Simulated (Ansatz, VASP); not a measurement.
Rb2Mg in VASP and in Ansatz

The input INCAR:

```
PREC = Accurate
ENCUT = 520
EDIFF = 1E-6
ISMEAR = -1
SIGMA = 0.05
LREAL = False
LASPH = True
NELM = 60
ALGO = Fast
ISIF = 2
LWAVE = False
LCHARG = False
GGA = PE
NBANDS = 29
```

File KPOINTS:

```
regular mesh
0
Gamma
  5 5 5
```

POSCAR

```
Rb2Mg
1.0
   -5.0025420000      5.0025420000      3.5813310000
    5.0025420000     -5.0025420000      3.5813310000
    5.0025420000      5.0025420000     -3.5813310000
Rb Mg
4 2
Direct
    0.8344490000      0.3344490000      0.1688980000
    0.1655510000      0.6655510000      0.8311020000
    0.3344490000      0.1655510000      0.5000000000
    0.6655510000      0.8344490000      0.5000000000
    0.2500000000      0.2500000000      0.0000000000
    0.7500000000      0.7500000000      0.0000000000
```

File input.yaml:

```yaml
crystal:
  lattice:
    - [-5.002542, 5.002542, 3.581331]
    - [5.002542, -5.002542, 3.581331]
    - [5.002542, 5.002542, -3.581331]
  atoms:
    - { symbol: Rb, position: [0.834449, 0.334449, 0.168898] }
    - { symbol: Rb, position: [0.165551, 0.665551, 0.831102] }
    - { symbol: Rb, position: [0.334449, 0.165551, 0.5] }
    - { symbol: Rb, position: [0.665551, 0.834449, 0.5] }
    - { symbol: Mg, position: [0.25, 0.25, 0.0] }
    - { symbol: Mg, position: [0.75, 0.75, 0.0] }
hamiltonian:
  xc: pbe
  pseudopotentials: { kind: paw }
kpoints:
  mp_grid: { grid: [5, 5, 5] }
scf:
  occupations: { method: fermi_dirac, width: 0.05 }
output:
  forces: true
  stress: true
  eigenvalues: true
```

Alike in both runs: task single point; functional PBE; k mesh 5 × 5 × 5; occupations fermi-dirac, width 0.05 eV; no spin polarisation.

|  | VASP | Ansatz |
| --- | --- | --- |
| version | VASP 6.6.1 | Ansatz 0.2.0 |
| potentials or method | VASP PAW PBE potentials, release 64 (Rb_sv, Mg) | Ansatz PAW |
| plane-wave cutoff (eV) | 520 | 420 |
| valence electrons in the cell | 40 | 56 |

```csv
,VASP,Ansatz,Ansatz less VASP
gap on the k mesh at the Fermi level (eV),none,none,-
pressure (GPa),0.0,0.0,0.00
rms of the force components (eV/Å),0.004,0.003,-0.0004
```

Atom by atom the forces differ by 0.000 eV/Å (rms over components). A gap of «none» marks a metal or a gap that the smearing closes. VASP's potentials hold 40 valence electrons a cell and Ansatz's 56, so a difference there can come from the potentials and not from the codes.
